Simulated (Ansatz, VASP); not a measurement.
## Ta: VASP beside Ansatz

The input POSCAR:

```
Ta
1.0
   -1.7138403400      1.6638007000      1.6059510000
    1.6932035700     -1.6823021200      1.6038156500
    1.6862236500      1.6546854300     -1.6244524300
Ta
1
Direct
    0.0000000000      0.0000000000      0.0000000000
```

INCAR.step1

```
SYSTEM = Ta
PREC = Accurate ; ENCUT = 520
ISMEAR = -1 ; SIGMA = 0.05
LREAL = .FALSE. ; LASPH = .TRUE.
NELM = 60 ; NBANDS = 12
GGA = PE ; ALGO = Normal
EDIFF = 1E-4 ; LWAVE = .TRUE.
LCHARG = .FALSE.
```

INCAR.step2

```
SYSTEM = Ta
PREC = Accurate ; ENCUT = 520
EDIFF = 1E-7 ; ISMEAR = -1
SIGMA = 0.05 ; LREAL = .FALSE.
LASPH = .TRUE. ; NELM = 60
ALGO = Normal ; ISIF = 2
LWAVE = .FALSE. ; LCHARG = .FALSE.
METAGGA = R2SCAN ; LMIXTAU = .TRUE.
NBANDS = 12 ; ISTART = 1
```

KPOINTS

```
Automatic mesh
0
G
  7 7 6
  0 0 0
```

The input input.yaml:

```yaml
crystal:
  lattice:
    - [-1.71384034, 1.6638007, 1.605951]
    - [1.69320357, -1.68230212, 1.60381565]
    - [1.68622365, 1.65468543, -1.62445243]
  atoms:
    - { symbol: Ta, position: [0.0, 0.0, 0.0] }
hamiltonian:
  xc: r2scan
  pseudopotentials: { kind: paw }
kpoints:
  mp_grid: { grid: [7, 7, 6] }
  band_path:
    path:
      - [[-0.5, 0.0, 0.5], [0.0, 0.0, 0.0], [0.5, -0.5, 0.0]]
      - [[0.0, -0.5, 0.5], [0.0, 0.0, 0.0], [0.0, 0.5, 0.0]]
      - [[-0.5, 0.5, 0.5], [0.0, 0.0, 0.0], [0.5, 0.0, 0.0]]
      - [[0.0, 0.0, 0.5], [0.0, 0.0, 0.0]]
    npoints: 14
scf:
  occupations: { method: fermi_dirac, width: 0.05 }
  n_extra_bands: 6
output:
  forces: true
  stress: true
  eigenvalues: true
  fatbands: false
  write_density: true
  write_potential: true
  elf: true
  volumetric_format: npy
```

Alike in both runs: functional r2SCAN; k mesh 7 × 7 × 6; occupations fermi-dirac, width 0.05 eV; no spin polarisation.

|  | VASP | Ansatz |
| --- | --- | --- |
| version | VASP 6.6.1 | Ansatz 0.2.0 |
| potentials or method | VASP PAW PBE potentials, release 64 (Ta_pv) | Ansatz PAW |
| plane-wave cutoff (eV) | 520 | 500 |
| valence electrons in the cell | 11 | 13 |
| task | single point | band structure |

Ansatz gave:

```
gap on the k mesh at the Fermi level (eV)                     : none
pressure (GPa)                                                : 0.8
traceless stress, the component that is largest in VASP (GPa) : 3.74
```

Question: Which values does VASP return?

Answer: gap on the k mesh at the Fermi level (eV): none; pressure (GPa): 1.5; traceless stress, the component that is largest in VASP (GPa): 3.73.

VASP's potentials were made for PBE, not for r2SCAN. A gap of «none» marks a metal or a gap that the smearing closes. VASP's potentials hold 11 valence electrons a cell and Ansatz's 13, so a difference there can come from the potentials and not from the codes.

The k mesh is coarse, so the values compare programs but aren't converged. Neither program's run includes spin-orbit coupling.
